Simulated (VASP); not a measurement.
Wanted: the native input for a VASP 6.6.1 run.

| Quantity | Value |
| --- | --- |
| Task | single point |
| Functional | PBEsol |
| Dispersion | D3(BJ) |
| Potentials or basis | VASP PAW PBE potentials, release 64 (Hg) |
| Cutoff | 520 eV |
| k mesh | 18 × 18 × 10 |
| Occupations | gaussian, width 0.15 eV |
| Spin | no spin polarisation |
| Dipole correction | no |
| Further INCAR settings | ALGO = Fast; EDIFF = 1e-06; NBANDS = 19 |

The structure of Hg lies in POSCAR:

```
Hg
1.0
    3.2329000000      0.0000000000      0.0000000000
   -1.6164500000      2.7997735279      0.0000000000
    0.0000000000      0.0000000000      5.0554047156
Hg
2
Direct
    0.6666666667      0.3333333333      0.7500000000
    0.3333333333      0.6666666667      0.2500000000
```

The input as run:

INCAR

```
ALGO = Fast
EDIFF = 1E-6
ENCUT = 520
GGA = PS
ISIF = 2
ISMEAR = 0
IVDW = 12
LASPH = T
LCHARG = F
LREAL = F
LWAVE = F
NBANDS = 19
NELM = 60
PREC = Accurate
SIGMA = 0.15
```

KPOINTS

```
k-points
0
Gamma
  18 18 10
```

Potentials or basis: VASP PAW PBE potentials, release 64 (Hg).

Run with:

```console
$ cat potpaw_PBE.64/Hg/POTCAR > POTCAR
$ mpirun -np 1 vasp_std > vasp.out
```

Results of the run:

```yaml
Pressure: -1.5 GPa
Band_gap_on_the_k_mesh: zero (bands 12 and 13 overlap by 1.28 eV)
Dispersion_energy_per_atom: -0.437 eV
```

Caveat: the PAW data sets were made with another functional, which shifts forces and pressure a little; spin-orbit coupling is left out, which moves the levels of the heavy elements.

Wall time 2.1 min on 1 thread of Intel Xeon 8259CL, with other jobs on the host, peak memory 0.29 GiB.
